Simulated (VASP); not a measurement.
Here is a VASP 6.6.1 calculation.

File POSCAR:

```
Ru
1.0
    2.6999378568      0.0000000000      0.0000000000
   -1.3499689284      2.3382147726      0.0000000000
    0.0000000000      0.0000000000      4.2710673554
Ru
2
Direct
    0.3333333333      0.6666666667      0.2500000000
    0.6666666667      0.3333333333      0.7500000000
```

INCAR.step1

```
ALGO = Normal
EDIFF = 1E-5
ENCUT = 620
GGA = PE
GGA_COMPAT = False
ISMEAR = -1
LASPH = True
LCHARG = False
LREAL = False
LWAVE = True
NBANDS = 23
NELM = 120
PREC = Accurate
SIGMA = 0.02
```

File INCAR.step2:

```
ALGO = Normal
EDIFF = 1E-6
ENCUT = 620
GGA_COMPAT = False
ISIF = 2
ISMEAR = -1
ISTART = 1
LASPH = True
LCHARG = True
LELF = True
LMIXTAU = True
LREAL = False
LVHAR = True
LWAVE = False
METAGGA = R2SCAN
NBANDS = 23
NELM = 120
PREC = Accurate
SIGMA = 0.02
```

The input KPOINTS:

```
k-points
0
Gamma
  12 12 6
```

Potentials or basis: VASP PAW PBE potentials, release 64 (Ru_sv).

Run with:

```console
$ cat potpaw_PBE.64/Ru_sv/POTCAR > POTCAR
$ cp INCAR.step1 INCAR
$ mpirun -np 1 vasp_std > vasp.out
$ cp INCAR.step2 INCAR
$ mpirun -np 1 vasp_std > vasp.out
```

(1) What does it give for the pressure?

(2) Estimate the band gap on the k mesh.

## Answers

(1) 0.1 GPa.

(2) zero (bands 16 and 17 overlap by 3.33 eV).

Caveat: the PAW data sets were made with another functional, which shifts forces and pressure a little.
